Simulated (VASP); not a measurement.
A run of VASP 6.6.1:

INCAR

```
SYSTEM = Au
PREC = Accurate ; ENCUT = 520
EDIFF = 1E-7 ; ISMEAR = 0
SIGMA = 0.15 ; LREAL = .False.
LASPH = .True. ; NELM = 100
ALGO = Fast ; ISIF = 2
LWAVE = .False. ; LCHARG = .False.
GGA = PS ; NBANDS = 12
```

KPOINTS

```
regular mesh
0
Gamma
  22 22 22
  0 0 0
```

POSCAR

```
Au
1.0
    0.0000000000      2.0125022943      2.1131274090
    2.0125022943      0.0000000000      2.1131274090
    2.0125022943      2.0125022943      0.0000000000
Au
1
Direct
    0.0000000000      0.0000000000      0.0000000000
```

Potentials or basis: VASP PAW PBE potentials, release 64 (Au).

Command:

```sh
$ cat potpaw_PBE.64/Au/POTCAR > POTCAR
$ mpirun -np 1 vasp_std > vasp.out
```

Hardware: 1 thread of Intel(R) Xeon(R) 6975P-C (Granite Rapids), with other jobs on the host.

Question: How long does it take, and how much memory?

Answer: Wall time 60 s on 1 thread of Intel(R) Xeon(R) 6975P-C (Granite Rapids), with other jobs on the host, peak memory 0.28 GiB. Counts: scf iterations 13, k points 834.
